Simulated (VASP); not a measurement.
# AgPb2F6: single point with PBE

Crystal: AgPb2F6.

```
CELL_PARAMETERS angstrom
0.00000 4.19231 4.19231
4.19231 0.00000 4.19231
4.19231 4.19231 0.00000
ATOMIC_POSITIONS crystal
Ag 0.00000 0.00000 0.00000
Pb 0.25000 0.25000 0.25000
Pb 0.75000 0.75000 0.75000
F 0.75000 0.25000 0.25000
F 0.25000 0.75000 0.75000
F 0.25000 0.75000 0.25000
F 0.75000 0.25000 0.75000
F 0.25000 0.25000 0.75000
F 0.75000 0.75000 0.25000
```

This cell differs from its parent crystal: atoms taken out.

```json
{"Program": "VASP 6.6.1", "Task": "single point", "Functional": "PBE", "Potentials or basis": "VASP PAW PBE potentials, release 64 (Ag, Pb_d, F)", "Cutoff": "520 eV", "k mesh": "4 × 4 × 4", "Occupations": "gaussian, width 0.1 eV", "Spin": "collinear spin", "Starting moments": "[1.0, 0.0, 0.0, 0.0, 0.0, 0.0, 0.0, 0.0, 0.0] μB"}
```

| Quantity | Value |
| --- | --- |
| Pressure | 0.1 GPa |
| Band gap on the k mesh | zero (filled and empty bands overlap) |
| Net moment | 1.00 μB per cell |
| Site moments | Ag +0.56; Pb -0.01; F +0.07 μB |
| Valence electrons inside the program's atomic spheres | Ag 9.84; Pb 11.57; F 6.03 |

Levels at points of the mesh, in eV from the Fermi level:
Spin up:
```
           k point  band 38  band 39  band 40  band 41  band 42  band 43  band 44  band 45
(0.00, 0.00, 0.00)    -2.74    -2.74    -0.41    -0.41     3.01     3.01     3.01     4.03
(0.50, 0.00, 0.00)    -2.50    -2.32    -0.56    -0.56     1.66     1.74     2.90     2.90
(0.50, 0.50, 0.00)    -2.27    -2.27    -1.03    -0.41     0.66     1.88     1.88     3.08
```
Spin down:
```csv
k point,band 38,band 39,band 40,band 41,band 42,band 43
"(0.00, 0.00, 0.00)",-2.52,-2.52,0.15,0.15,3.03,3.03
"(0.50, 0.00, 0.00)",-2.29,-2.15,0.00,0.00,1.67,1.73
"(0.50, 0.50, 0.00)",-2.08,-2.08,-0.52,0.15,0.74,1.89
```

It took 3.5 min on 1 thread of Intel(R) Xeon(R) Platinum 8175M CPU @ 2.50GHz (Skylake/Cascade Lake) (shared host), peak memory 0.45 GiB.

Caveat: the cell differs from its parent crystal (atoms taken out); spin-orbit coupling is left out, which moves the levels of the heavy elements.
